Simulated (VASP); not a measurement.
Wanted: the native input for a VASP 6.6.1 run.

* Task: single point
* Functional: PBE
* Potentials or basis: VASP PAW PBE potentials, release 64 (C, Be)
* Cutoff: 600 eV
* k mesh: 10 × 10 × 10
* Occupations: fermi-dirac, width 0.02 eV
* Spin: no spin polarisation
* Dipole correction: no
* Further INCAR settings: ALGO = Normal; EDIFF = 1e-06; NBANDS = 11

The structure of Be2C lies in POSCAR:

```
Be2C
1.0
    0.0000000000      2.1604856385      2.2253002077
    2.1604856385      0.0000000000      2.2253002077
    2.1604856385      2.1604856385      0.0000000000
C Be
1 2
Direct
    0.0000000000      0.0000000000      0.0000000000
    0.2500000000      0.2500000000      0.2500000000
    0.7500000000      0.7500000000      0.7500000000
```

This cell differs from its parent crystal: uniaxial z strain +3.0%.

One way to write it, as run:

INCAR

```
PREC = Accurate
ENCUT = 600
EDIFF = 1E-6
ISMEAR = -1
SIGMA = 0.02
LREAL = F
LASPH = T
NELM = 120
ALGO = Normal
ISIF = 2
LWAVE = F
LCHARG = F
GGA = PE
NBANDS = 11
GGA_COMPAT = F
```

KPOINTS

```
regular mesh
0
Gamma
  10 10 10
```

Potentials or basis: VASP PAW PBE potentials, release 64 (C, Be).

Command:

```sh
$ cat potpaw_PBE.64/C/POTCAR potpaw_PBE.64/Be/POTCAR > POTCAR
$ mpirun -np 1 vasp_std > vasp.out
```

Results of the run:

| Property | Result |
| --- | --- |
| Pressure | -4.4 GPa |
| Band gap on the k mesh | 0.93 eV (least direct gap 3.86 eV) |

Caveat: the cell differs from its parent crystal (uniaxial z strain +3.0%); the cell stands under tension.

It took 47 s on 1 thread of Intel Xeon 8259CL (shared host), peak memory 0.16 GiB.
